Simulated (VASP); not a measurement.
# MgSe (Fm-3m) in VASP: settings compared, part 2 of 2

VASP 6.6.1. Earlier steps stand in the parts before.

### 4 Single point, PBE (volume changed by +6%)

Contents of INCAR:

```
PREC = Accurate ; ENCUT = 600
EDIFF = 1E-6 ; ISMEAR = 0
SIGMA = 0.01 ; LREAL = F
LASPH = T ; NELM = 120
ALGO = Normal ; ISIF = 2
LWAVE = F ; LCHARG = T
GGA = PE ; LELF = T
LVHAR = T ; NBANDS = 11
GGA_COMPAT = F
```

Contents of KPOINTS:

```
Automatic mesh
0
Gamma
  6 6 6
```

Contents of POSCAR:

```
MgSe
1.0
    0.0000000000      2.8084966839      2.8084966839
    2.8084966839      0.0000000000      2.8084966839
    2.8084966839      2.8084966839      0.0000000000
Mg Se
1 1
Direct
    0.0000000000      0.0000000000      0.0000000000
    0.5000000000      0.5000000000      0.5000000000
```

Potentials or basis: VASP PAW PBE potentials, release 64 (Mg, Se).

Launch:

```bash
$ cat potpaw_PBE.64/Mg/POTCAR potpaw_PBE.64/Se/POTCAR > POTCAR
$ mpirun -np 1 vasp_std > vasp.out
```

OUTCAR:

```text
PREC = Accurate
   ENCUT = 600
   EDIFF = 1E-6
   ISMEAR = 0
   LREAL = F
   LASPH = T
   NELM = 120
   ISIF = 2
   GGA = PE

 ion  position               nearest neighbor table
   1  0.000  0.000  0.000-   2 2.81   2 2.81   2 2.81   2 2.81   2 2.81   2 2.81
   2  0.500  0.500  0.500-   1 2.81   1 2.81   1 2.81   1 2.81   1 2.81   1 2.81

  LATTYP: Found a face centered cubic cell.
 ALAT       =     5.6169933678

  Lattice vectors:
[... 398 lines left out ...]
     10      15.6641      0.00000
     11      16.4105      0.00000

------------------------ aborting loop because EDIFF is reached ----------------------------------------

  FORCE on cell =-STRESS in cart. coord.  units (eV):
  Direction    XX          YY          ZZ          XY          YZ          ZX
  --------------------------------------------------------------------------------------
  -------------------------------------------------------------------------------------
  Total       -0.8985503     -0.8985503     -0.8985503      0.0000000      0.0000000     -0.0000000
  in kB      -32.4938549    -32.4938549    -32.4938549      0.0000000      0.0000000     -0.0000000
  external PRESSURE =     -32.4938549 kB  Pullay stress =       0.0000000 kB

 VOLUME and BASIS-vectors are now :
 -----------------------------------------------------------------------------
  energy-cutoff  :      600.00
  volume of cell :       44.30
      direct lattice vectors                 reciprocal lattice vectors
     0.000000000  2.808496684  2.808496684    -0.178031188  0.178031188  0.178031188
     2.808496684  0.000000000  2.808496684     0.178031188 -0.178031188  0.178031188
     2.808496684  2.808496684  0.000000000     0.178031188  0.178031188 -0.178031188

 POSITION                                       TOTAL-FORCE (eV/Angst)
 -----------------------------------------------------------------------------------
      0.00000      0.00000      0.00000         0.000000     -0.000000      0.000000
      2.80850      2.80850      2.80850        -0.000000      0.000000     -0.000000
 -----------------------------------------------------------------------------------
    total drift:                               -0.000000     -0.000000      0.000000

  FREE ENERGIE OF THE ION-ELECTRON SYSTEM (eV)
  ---------------------------------------------------
  free  energy   TOTEN  =        -7.4581864571 eV

  energy  without entropy=       -7.4581864571  energy(sigma->0) =       -7.45818646
```

OSZICAR:

```text
N       E                     dE             d eps       ncg     rms          rms(c)
DAV:   1     0.234941464660E+02    0.23494E+02   -0.37898E+03   352   0.659E+02
DAV:   2    -0.611519481036E+01   -0.29609E+02   -0.28212E+02   456   0.983E+01
DAV:   3    -0.779120479715E+01   -0.16760E+01   -0.16738E+01   429   0.240E+01
DAV:   4    -0.780051986457E+01   -0.93151E-02   -0.93146E-02   391   0.211E+00
DAV:   5    -0.780057838671E+01   -0.58522E-04   -0.58521E-04   403   0.174E-01    0.286E+00
DAV:   6    -0.750593597161E+01    0.29464E+00   -0.54982E-01   382   0.266E+00    0.176E+00
DAV:   7    -0.745941000775E+01    0.46526E-01   -0.22373E-01   400   0.184E+00    0.915E-01
DAV:   8    -0.745832633559E+01    0.10837E-02   -0.12169E-02   391   0.576E-01    0.265E-01
DAV:   9    -0.745818288643E+01    0.14345E-03   -0.39434E-04   400   0.100E-01    0.136E-01
DAV:  10    -0.745818983011E+01   -0.69437E-05   -0.20836E-04   394   0.592E-02    0.253E-02
DAV:  11    -0.745818623704E+01    0.35931E-05   -0.21363E-05   385   0.187E-02    0.790E-03
DAV:  12    -0.745818645712E+01   -0.22008E-06   -0.96206E-07   280   0.530E-03
   1 F= -.74581865E+01 E0= -.74581865E+01  d E =-.162321E-11
```

Run time: 30 s. Hardware: 1 thread of Intel Xeon 8259CL, shared host; peak memory 0.17 GiB.

Results:

| Item | Value |
| --- | --- |
| Free energy | -7.4582 eV |
| Pressure | -3.2 GPa |
| Band gap on the k mesh | 1.64 eV, indirect (least direct gap 2.03 eV) |

Levels at points of the mesh, in eV from the valence-band top:
```csv
k point,band 1,band 2,band 3,band 4,band 5,band 6,band 7,band 8,band 9
"(0.00, 0.00, 0.00)",-12.48,0.00,0.00,0.00,2.03,7.43,7.43,7.43,9.80
"(0.50, 0.00, 0.00)",-11.56,-4.48,-0.49,-0.49,3.71,5.98,5.98,7.90,10.87
"(0.50, 0.50, 0.00)",-11.30,-3.80,-1.58,-1.58,1.64,4.20,10.89,11.36,11.36
```

 A k mesh can miss the band edges.

### 5 Single point, r2SCAN (volume changed by -6%)

Contents of POSCAR:

```
MgSe
1.0
    0.0000000000      2.6804175772      2.6804175772
    2.6804175772      0.0000000000      2.6804175772
    2.6804175772      2.6804175772      0.0000000000
Mg Se
1 1
Direct
    0.0000000000      0.0000000000      0.0000000000
    0.5000000000      0.5000000000      0.5000000000
```

Contents of INCAR.step1:

```
SYSTEM = MgSe
PREC = Accurate ; ENCUT = 660
ISMEAR = 0 ; SIGMA = 0.01
LREAL = .FALSE. ; LASPH = .TRUE.
NELM = 120 ; NBANDS = 11
GGA = PE ; ALGO = Normal
EDIFF = 1E-5 ; LWAVE = .TRUE.
LCHARG = .FALSE. ; GGA_COMPAT = .FALSE.
```

Contents of INCAR.step2:

```
SYSTEM = MgSe
PREC = Accurate ; ENCUT = 660
EDIFF = 1E-6 ; ISMEAR = 0
SIGMA = 0.01 ; LREAL = .FALSE.
LASPH = .TRUE. ; NELM = 120
ALGO = Normal ; ISIF = 2
LWAVE = .FALSE. ; LCHARG = .FALSE.
METAGGA = R2SCAN ; LMIXTAU = .TRUE.
NBANDS = 11 ; ISTART = 1
GGA_COMPAT = .FALSE.
```

Contents of KPOINTS:

```
regular mesh
0
G
  6 6 6
  0 0 0
```

Launch:

```bash
$ cat potpaw_PBE.64/Mg/POTCAR potpaw_PBE.64/Se/POTCAR > POTCAR
$ cp INCAR.step1 INCAR
$ mpirun -np 1 vasp_std > vasp.out
$ cp INCAR.step2 INCAR
$ mpirun -np 1 vasp_std > vasp.out
```

It took 3 min on 1 thread of Intel Xeon 8259CL, shared host; peak memory 0.19 GiB.

The run converged. Its results:

| Quantity | Value |
| --- | --- |
| Free energy | -21.3487 eV |
| Pressure | 4.3 GPa |
| Band gap on the k mesh | 2.55 eV, indirect (least direct gap 3.87 eV) |

Levels at points of the mesh, in eV from the valence-band top:
| k point | band 1 | band 2 | band 3 | band 4 | band 5 | band 6 | band 7 | band 8 |
| --- | --- | --- | --- | --- | --- | --- | --- | --- |
| (0.00, 0.00, 0.00) | -13.69 | 0.00 | 0.00 | 0.00 | 3.87 | 8.00 | 8.00 | 8.00 |
| (0.50, 0.00, 0.00) | -12.40 | -5.27 | -0.67 | -0.67 | 4.59 | 6.77 | 6.77 | 10.06 |
| (0.50, 0.50, 0.00) | -12.02 | -4.61 | -1.95 | -1.95 | 2.55 | 4.37 | 13.39 | 13.50 |

Caveat: the PAW data sets were made with another functional, which shifts forces and pressure a little.

### 6 Summary

| level | cell | cutoff (eV) | gap on the mesh (eV) | pressure (GPa) |
| --- | --- | --- | --- | --- |
| PBE | a = 3.895 Å, angles 60.0°, 2 atoms | 600 | 1.74 | -0.1 |
| PBE | a = 3.934 Å, angles 60.0°, 2 atoms | 600 | 1.69 | -1.8 |
| PBE | a = 3.972 Å, angles 60.0°, 2 atoms | 600 | 1.64 | -3.2 |
| r2SCAN | a = 3.791 Å, angles 60.0°, 2 atoms | 660 | 2.55 | 4.3 |

Alike in all rows: task single point; potentials or basis VASP PAW PBE potentials, release 64 (Mg, Se); no spin polarisation; k mesh 6 × 6 × 6; smearing gaussian 0.01 eV.

Caveats: the PAW data sets were made with another functional, which shifts forces and pressure a little (some runs).

Absolute energies hang on the potentials; compare differences alone.
